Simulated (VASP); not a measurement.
Ag, 1 atom in the cell. It takes space group I4/mmm (No. 139, tetragonal). Conventional cell: a = 2.774 Å, b = 2.774 Å, c = 4.413 Å, α = 90.00°, β = 90.00°, γ = 90.00°. Within 3.7 Å of Ag (site symmetry 4/mmm) lie 12 Ag at 2.77 to 2.95 Å.  This cell differs from its parent crystal: strain -0.040 along x and y, +0.080 along z.

- Program: VASP 6.6.1
- Task: single point
- Functional: PBE
- Potentials or basis: VASP PAW PBE potentials, release 64 (Ag)
- Cutoff: 520 eV
- k mesh: 20 × 20 × 20
- Occupations: gaussian, width 0.15 eV
- Spin: no spin polarisation
- Dipole correction: no
- Further INCAR settings: ALGO = Fast; EDIFF = 1e-07; NBANDS = 12

Potentials or basis: VASP PAW PBE potentials, release 64 (Ag).

Launch:

```console
$ cat potpaw_PBE.64/Ag/POTCAR > POTCAR
$ mpirun -np 1 vasp_std > vasp.out
```

Hardware: 1 thread of Intel(R) Xeon(R) 6975P-C (Granite Rapids), on a shared host.

Question: Estimate the wall time of this run.

Answer: Wall time 46 s on 1 thread of Intel(R) Xeon(R) 6975P-C (Granite Rapids), with other jobs on the host, peak memory 0.24 GiB. Counts: scf iterations 12, k points 641.
